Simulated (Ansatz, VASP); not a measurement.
**One calculation of Cd, two programs**

The input INCAR:

```
  ALGO = Normal
  EDIFF = 1E-6
  ENCUT = 520
  GGA = RE
  ISIF = 2
  ISMEAR = -1
  LASPH = T
  LCHARG = F
  LREAL = F
  LWAVE = F
  NBANDS = 12
  NELM = 60
  PREC = Accurate
  SIGMA = 0.1
```

KPOINTS

```
k-points
0
Gamma
  13 13 13
```

POSCAR

```
Cd
1.0
    0.0000000000      2.2258409568      2.2258409568
    2.2258409568      0.0000000000      2.2258409568
    2.2258409568      2.2258409568      0.0000000000
Cd
1
Direct
    0.0000000000      0.0000000000      0.0000000000
```

Input for Ansatz:

```yaml
crystal:
  lattice:
    - [0.0, 2.2258409568, 2.2258409568]
    - [2.2258409568, 0.0, 2.2258409568]
    - [2.2258409568, 2.2258409568, 0.0]
  atoms:
    - { symbol: Cd, position: [0.0, 0.0, 0.0] }
hamiltonian:
  xc: revpbe
  pseudopotentials:
    kind: paw
    azcp:
      Cd: "pseudopotentials/Cd.paw.azcp"
basis:
  ecutwfc: 420
  fft_grid_basis: typed
kpoints:
  mp_grid: { grid: [13, 13, 13], shift: [0, 0, 0] }
magnetization:
  spin_polarized: false
scf:
  occupations: { method: fermi_dirac, width: 0.1 }
  lower_state_search: "off"
output:
  stress: true
  write_density: true
  write_potential: true
  elf: true
  volumetric_format: npy
```

Alike in both runs: task single point; functional revPBE; k mesh 13 × 13 × 13; occupations fermi-dirac, width 0.1 eV; no spin polarisation.

|  | VASP | Ansatz |
| --- | --- | --- |
| version | VASP 6.6.1 | Ansatz 0.2.0 |
| potentials or method | VASP PAW PBE potentials, release 64 (Cd), cutoff 520 eV | plane waves (420 eV) with PAW, scalar-relativistic |
| valence electrons in the cell | 12 | 20 |

Ansatz gave:

- pressure (GPa): 3.5

What did VASP give for the same quantities?

Pressure (GPa): 3.7.

VASP's potentials were made for PBE, not for revPBE. The functional is the same, so the differences come from potentials, cutoffs and numerics. VASP's potentials hold 12 valence electrons a cell and Ansatz's 20, so a difference there can come from the potentials and not from the codes.
